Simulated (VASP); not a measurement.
# Pt (R-3m) in VASP: a series of runs

Runs on Pt. Level: PBE. Tasks: single point.

Everything below comes from runs of VASP 6.6.1. Logs are shortened: lines on timing, memory, paths and dates and some standing lists are left out, and cuts for length are marked.

**1. The cell of the first run**

Symmetry: R-3m, No. 166, trigonal system. The conventional cell has a = 2.597 Å, b = 2.597 Å, c = 7.908 Å, α = 90.00°, β = 90.00°, γ = 120.00°. Within 3.4 Å of Pt (site symmetry -3m) lie 12 Pt at 2.60 to 3.03 Å.

**2. Single point, PBE**

Input file INCAR:

```
SYSTEM = Pt
PREC = Accurate
ENCUT = 520
EDIFF = 1E-6
ISMEAR = 0
SIGMA = 0.15
LREAL = .False.
LASPH = .True.
NELM = 100
ALGO = Fast
ISIF = 2
LWAVE = .False.
LCHARG = .False.
GGA = PE
NBANDS = 11
```

Input file KPOINTS:

```
regular mesh
0
Gamma
  20 20 20
  0 0 0
```

Input file POSCAR:

```
Pt
1.0
    0.2977447067      2.1338370649      2.1338370649
    2.1338370649      0.2977447067      2.1338370649
    2.1338370649      2.1338370649      0.2977447067
Pt
1
Direct
    0.0000000000      0.0000000000      0.0000000000
```

Potentials or basis: VASP PAW PBE potentials, release 64 (Pt).

Launch:

```
> cat potpaw_PBE.64/Pt/POTCAR > POTCAR
> mpirun -np 1 vasp_std > vasp.out
```

OUTCAR:

```text
SYSTEM = Pt
   PREC = Accurate
   ENCUT = 520
   EDIFF = 1E-6
   ISMEAR = 0
   LREAL = .False.
   LASPH = .True.
   NELM = 100
   ISIF = 2
   GGA = PE

 ion  position               nearest neighbor table
   1  0.000  0.000  0.000-

  LATTYP: Found a trigonal (rhomboedric) cell.
 ALAT       =     3.0323543905
 COS(alpha) =     0.6333690412

  Lattice vectors:

 A1 = (   0.2977447067,   2.1338370649,   2.1338370649)
 A2 = (   2.1338370649,   0.2977447067,   2.1338370649)
 A3 = (   2.1338370649,   2.1338370649,   0.2977447067)

Analysis of symmetry for initial positions (statically):
=====================================================================
 Subroutine PRICEL returns:
 Original cell was already a primitive cell.

 Routine SETGRP: Setting up the symmetry group for a
 trigonal (rhombohedral) supercell.

 Subroutine GETGRP returns: Found 12 space group operations
 (whereof 12 operations were pure point group operations)
 out of a pool of 12 trial point group operations.

The static configuration has the point symmetry D_3d.

Analysis of symmetry for dynamics (positions and initial velocities):
=====================================================================
 Subroutine PRICEL returns:
 Original cell was already a primitive cell.

 Routine SETGRP: Setting up the symmetry group for a
 trigonal (rhombohedral) supercell.

 Subroutine GETGRP returns: Found 12 space group operations
 (whereof 12 operations were pure point group operations)
 out of a pool of 12 trial point group operations.

The dynamic configuration has the point symmetry D_3d.

 Subroutine INISYM returns: Found 12 space group operations
 (whereof 12 operations are pure point group operations),
 and found     1 'primitive' translations

----------------------------------------------------------------------------------------

                                     Primitive cell

  volume of cell :      15.3911

  direct lattice vectors                    reciprocal lattice vectors
     0.297744707  2.133837065  2.133837065    -0.290077290  0.254557622  0.254557622
     2.133837065  0.297744707  2.133837065     0.254557622 -0.290077290  0.254557622
     2.133837065  2.133837065  0.297744707     0.254557622  0.254557622 -0.290077290

  length of vectors
     3.032354390  3.032354390  3.032354390     0.462324561  0.462324561  0.462324561

  position of ions in fractional coordinates (direct lattice)
     0.000000000  0.000000000  0.000000000

[... 82 lines left out ...]
   ISYM   =      2    0-nonsym 1-usesym 2-fastsym
   POTIM  = 0.5000    time-step for ionic-motion
   TEBEG  =    0.0;   TEEND  =   0.0 temperature during run
   PSTRESS=    0.0 pullay stress
   NELECT =      10.0000    total number of electrons
   NUPDOWN=      -1.0000    fix difference up-down
   EMIN   =  10.00;   EMAX   =-10.00  energy-range for DOS
   EFERMI =   0.00;   METHOD = LEGACY
   ISMEAR =     0;   SIGMA  =   0.15  broadening in eV -4-tet -1-fermi 0-gaus
   EFERMI_NEDOS =   21; number of points for ismear=-14 and -15
   IALGO  =     68    algorithm
   IMIX   =      4    mixing-type and parameters
     AMIX     =   0.40;   BMIX     =  1.00
     AMIX_MAG =   1.60;   BMIX_MAG =  1.00
  volume/ion in A,a.u.               =      15.39       103.86
  Fermi-wavevector in a.u.,A,eV,Ry     =   1.417920  2.679480 27.354459  2.010496
  Thomas-Fermi vector in A             =   2.539099
   LORBIT       =      0    0 simple, 1 ext, 2 COOP (PROOUT), +10 PAW based schemes
   GGA     = PE    functional components
   LHFCALC =     F    Hartree Fock is set to
   AEXX    =    0.0000 exact exchange contribution
   IVDW    =     0    specifies the selected vdW correction
   LEPSILON=     F    determine dielectric tensor
   LRPA    =     F    only Hartree local field effects (RPA)
 non-spin polarized calculation
 RMM-DIIS sequential band-by-band and
 Gauss-broadening in eV      SIGMA  =   0.15
  energy-cutoff  :      520.00
  volume of cell :       15.39
 maximum number of plane-waves:       426
   NGX = 11   NGY = 11   NGZ = 11

 number of electron      10.0000000 magnetization

 number of electron       9.9999999 magnetization

 Free energy of the ion-electron system (eV)
  ---------------------------------------------------
  ext. energy  EPLUGINS =         0.00000000
  ---------------------------------------------------
  free energy    TOTEN  =        -5.81760300 eV

  energy without entropy =       -5.80133379  energy(sigma->0) =       -5.80946840

 E-fermi :  10.7675     XC(G=0): -13.3077

 val. band max:       10.7638020181   @ k =   0.3500   0.2000  -0.0000
 cond. band min:      10.7679185828   @ k =  -0.2000  -0.3000   0.0500
 fundamental gap:      0.0041165647
 Fermi energy:        10.7674980427

 k-point     1 :       0.0000    0.0000    0.0000
  band No.  band energies     occupation
      1       0.8006      2.00000
      2       5.7261      2.00000
      3       7.2064      2.00000
      4       7.2064      2.00000
      5      10.0226      2.00000
      6      10.0226      2.00000
      7      23.5322      0.00000
      8      27.9263      0.00000
      9      33.2707      0.00000
     10      33.2707      0.00000
     11      34.7999      0.00000
[... 309 lines left out ...]
 k-point    24 :      -0.3500    0.0500    0.0000
  band No.  band energies     occupation
      1       3.7063      2.00000
      2       6.2110      2.00000
      3       8.2738      2.00000
      4       8.7000      2.00000
      5       9.4659      2.00000
      6      11.4021      0.00000
      7      21.1808      0.00000
      8      25.7184      0.00000
      9      29.3727      0.00000
     10      32.1231      0.00000
     11      34.3195      0.00000

 [... further k-points ...]

------------------------ aborting loop because EDIFF is reached ----------------------------------------

  FORCE on cell =-STRESS in cart. coord.  units (eV):
  Direction    XX          YY          ZZ          XY          YZ          ZX
  --------------------------------------------------------------------------------------
  -------------------------------------------------------------------------------------
  Total        1.9044715      1.9044715      1.9044715     -1.5062225     -1.5062225     -1.5062225
  in kB      198.2509989    198.2509989    198.2509989   -156.7942219   -156.7942219   -156.7942219
  external PRESSURE =     198.2509989 kB  Pullay stress =       0.0000000 kB

 VOLUME and BASIS-vectors are now :
 -----------------------------------------------------------------------------
  energy-cutoff  :      520.00
  volume of cell :       15.39
      direct lattice vectors                 reciprocal lattice vectors
     0.297744707  2.133837065  2.133837065    -0.290077290  0.254557622  0.254557622
     2.133837065  0.297744707  2.133837065     0.254557622 -0.290077290  0.254557622
     2.133837065  2.133837065  0.297744707     0.254557622  0.254557622 -0.290077290

 POSITION                                       TOTAL-FORCE (eV/Angst)
 -----------------------------------------------------------------------------------
      0.00000      0.00000      0.00000         0.000000      0.000000      0.000000
 -----------------------------------------------------------------------------------
    total drift:                               -0.000000      0.000000     -0.000000

  FREE ENERGIE OF THE ION-ELECTRON SYSTEM (eV)
  ---------------------------------------------------
  free  energy   TOTEN  =        -5.8176030020 eV

  energy  without entropy=       -5.8013337932  energy(sigma->0) =       -5.80946840
```

Wall time 99 s (1 thread of Intel Xeon 8259CL, shared host); peak memory 0.26 GiB.

Results:

* Free energy: -5.8176 eV
* Pressure: 19.8 GPa
* Band gap on the k mesh: zero (bands 5 and 6 overlap by 2.65 eV)

Levels at points of the mesh, in eV from the Fermi level:
```csv
k point,band 3,band 4,band 5,band 6,band 7,band 8
"(0.00, 0.00, 0.00)",-3.56,-3.56,-0.74,-0.74,12.76,17.16
"(0.50, 0.00, 0.00)",-2.18,-0.97,0.52,1.18,7.42,13.35
"(0.50, 0.50, 0.00)",-0.32,0.26,1.25,2.21,9.33,9.43
"(0.50, 0.50, 0.50)",-3.72,-1.65,0.07,0.07,2.92,15.82
```

Caveat: the cell stands under pressure; spin-orbit coupling is left out, which moves the levels of the heavy elements.

**3. Single point, PBE**

This run uses another cell than the first one, of 15.52 Å³/atom.

Input file INCAR:

```
PREC     = Accurate       # precision mode
ENCUT    = 520            # plane-wave cutoff, eV
EDIFF    = 1E-6           # SCF threshold, eV
ISMEAR   = 0              # smearing method
SIGMA    = 0.15           # smearing width, eV
LREAL    = F              # projectors in reciprocal space
LASPH    = T              # aspherical terms in the spheres
NELM     = 100            # most SCF steps
ALGO     = Normal         # electronic algorithm
ISIF     = 2              # what is computed and relaxed
LWAVE    = F              # write WAVECAR
LCHARG   = F              # write CHGCAR
GGA      = PE             # functional
NBANDS   = 11             # bands
```

Input file KPOINTS:

```
regular mesh
0
Gamma
  20 20 20
```

Input file POSCAR:

```
Pt
1.0
   -0.1984964712      1.8857164759      1.8857164759
    1.8857164759     -0.1984964712      1.8857164759
    1.8857164759      1.8857164759     -0.1984964712
Pt
1
Direct
    0.0000000000      0.0000000000      0.0000000000
```

Potentials or basis: VASP PAW PBE potentials, release 64 (Pt).

Launch:

```
> cat potpaw_PBE.64/Pt/POTCAR > POTCAR
> mpirun -np 1 vasp_std > vasp.out
```

It took 76 s on 1 thread of Intel Xeon 8259CL, shared host; peak memory 0.24 GiB.

Results (log left out):

```
Free energy            : -5.9946 eV
Pressure               : 7.5 GPa
Band gap on the k mesh : zero (bands 5 and 6 overlap by 3.00 eV)
```

Stress tensor (GPa, compression positive):
```
7.55 7.73 7.73
7.73 7.55 7.73
7.73 7.73 7.55
```

Levels at points of the mesh, in eV from the Fermi level:
| k point | band 1 | band 2 | band 3 | band 4 | band 5 | band 6 | band 7 | band 8 | band 9 | band 10 |
| --- | --- | --- | --- | --- | --- | --- | --- | --- | --- | --- |
| (0.00, 0.00, 0.00) | -9.81 | -4.45 | -4.45 | -2.24 | -1.16 | -1.16 | 14.59 | 18.24 | 18.24 | 23.43 |
| (0.50, 0.00, 0.00) | -7.10 | -4.61 | -2.30 | -0.63 | -0.59 | 0.19 | 5.34 | 14.87 | 18.19 | 21.21 |
| (0.50, 0.50, 0.00) | -6.71 | -6.30 | -0.25 | 0.25 | 1.03 | 2.06 | 8.96 | 9.61 | 13.51 | 19.25 |
| (0.50, 0.50, 0.50) | -6.71 | -3.94 | -3.94 | 0.66 | 0.66 | 1.28 | 8.09 | 13.20 | 16.77 | 16.77 |

Caveat: the cell stands under pressure; spin-orbit coupling is left out, which moves the levels of the heavy elements.

**4. Single point, PBE**

This run uses another cell than the first one, of 15.53 Å³/atom.

Input file INCAR:

```
ALGO = Normal
EDIFF = 1E-6
ENCUT = 520
GGA = PE
ISIF = 2
ISMEAR = 0
LASPH = True
LCHARG = False
LREAL = False
LWAVE = False
NBANDS = 11
NELM = 80
PREC = Accurate
SIGMA = 0.15
```

Input file KPOINTS:

```
k-points
0
Gamma
  20 20 20
```

Input file POSCAR:

```
Pt
1.0
    0.1984964712      2.0842129471      2.0842129471
    2.0842129471      0.1984964712      2.0842129471
    2.0842129471      2.0842129471      0.1984964712
Pt
1
Direct
    0.0000000000      0.0000000000      0.0000000000
```

Launch:

```
> cat potpaw_PBE.64/Pt/POTCAR > POTCAR
> mpirun -np 1 vasp_std > vasp.out
```

It took 96 s on 1 thread of Intel Xeon 8259CL, shared host; peak memory 0.26 GiB.

The run converged. Its results:

| Property | Result |
| --- | --- |
| Free energy | -5.9960 eV |
| Pressure | 8.0 GPa |
| Band gap on the k mesh | zero (bands 5 and 6 overlap by 2.39 eV) |

Stress tensor (GPa, compression positive):
```
 8.01 -8.84 -8.84
-8.84  8.01 -8.84
-8.84 -8.84  8.01
```

Levels at points of the mesh, in eV from the Fermi level:
```tsv
k point	band 1	band 2	band 3	band 4	band 5	band 6	band 7	band 8	band 9	band 10
(0.00, 0.00, 0.00)	-9.85	-4.58	-3.40	-3.40	-1.11	-1.11	13.92	17.40	21.40	21.40
(0.50, 0.00, 0.00)	-6.98	-4.53	-2.61	-0.59	0.21	0.77	6.66	13.80	17.41	19.47
(0.50, 0.50, 0.00)	-6.93	-6.19	-0.21	0.39	0.89	2.04	8.94	9.83	13.30	19.49
(0.50, 0.50, 0.50)	-7.57	-3.60	-3.60	-1.29	-0.02	-0.02	3.75	15.38	21.23	21.23
```

Caveat: the cell stands under pressure; spin-orbit coupling is left out, which moves the levels of the heavy elements.

**5. Single point, PBE**

This run uses another cell than the first one, of 15.86 Å³/atom.

Input file INCAR:

```
PREC = Accurate
ENCUT = 520
EDIFF = 1E-6
ISMEAR = 0
SIGMA = 0.15
LREAL = F
LASPH = T
NELM = 60
ALGO = Normal
ISIF = 2
LWAVE = F
LCHARG = T
GGA = PE
LELF = T
LVHAR = T
NBANDS = 11
```

Input file KPOINTS:

```
regular mesh
0
Gamma
  20 20 20
```

Input file POSCAR:

```
Pt
1.0
    0.2977447067      2.1536867120      2.1536867120
    2.1536867120      0.2977447067      2.1536867120
    2.1536867120      2.1536867120      0.2977447067
Pt
1
Direct
    0.0000000000      0.0000000000      0.0000000000
```

Launch:

```
> cat potpaw_PBE.64/Pt/POTCAR > POTCAR
> mpirun -np 1 vasp_std > vasp.out
```

Run time: 97 s. Hardware: 1 thread of Intel Xeon 8259CL, shared host; peak memory 0.26 GiB.

It converged, with:

| Property | Result |
| --- | --- |
| Free energy | -5.8678 eV |
| Pressure | 10.4 GPa |
| Band gap on the k mesh | zero (bands 5 and 6 overlap by 2.50 eV) |

Stress tensor (GPa, compression positive):
```
 10.40 -12.80 -12.80
-12.80  10.40 -12.80
-12.80 -12.80  10.40
```

Levels at points of the mesh, in eV from the Fermi level:
```tsv
k point	band 3	band 4	band 5	band 6	band 7	band 8
(0.00, 0.00, 0.00)	-3.40	-3.40	-0.72	-0.72	12.77	17.17
(0.50, 0.00, 0.00)	-2.08	-0.92	0.60	1.10	7.12	13.35
(0.50, 0.50, 0.00)	-0.31	0.24	1.17	2.24	9.08	9.27
(0.50, 0.50, 0.50)	-3.55	-1.47	0.06	0.06	2.81	15.87
```

Caveat: the cell stands under pressure; spin-orbit coupling is left out, which moves the levels of the heavy elements.

**6. Summary**

```csv
cell,gap on the mesh (eV),pressure (GPa)
"a = 3.032 Å, angles 50.7°, 1 atom",none,19.8
"a = 2.674 Å, angles 66.9°, 1 atom",none,7.5
"a = 2.954 Å, angles 53.7°, 1 atom",none,8.0
"a = 3.060 Å, angles 50.8°, 1 atom",none,10.4
```

Alike in all rows: task single point; level PBE; potentials or basis VASP PAW PBE potentials, release 64 (Pt); no spin polarisation; k mesh 20 × 20 × 20; cutoff (eV) 520; smearing gaussian 0.15 eV.

Caveats: the cell stands under pressure; spin-orbit coupling is left out, which moves the levels of the heavy elements.

Absolute energies hang on the potentials; compare differences alone.
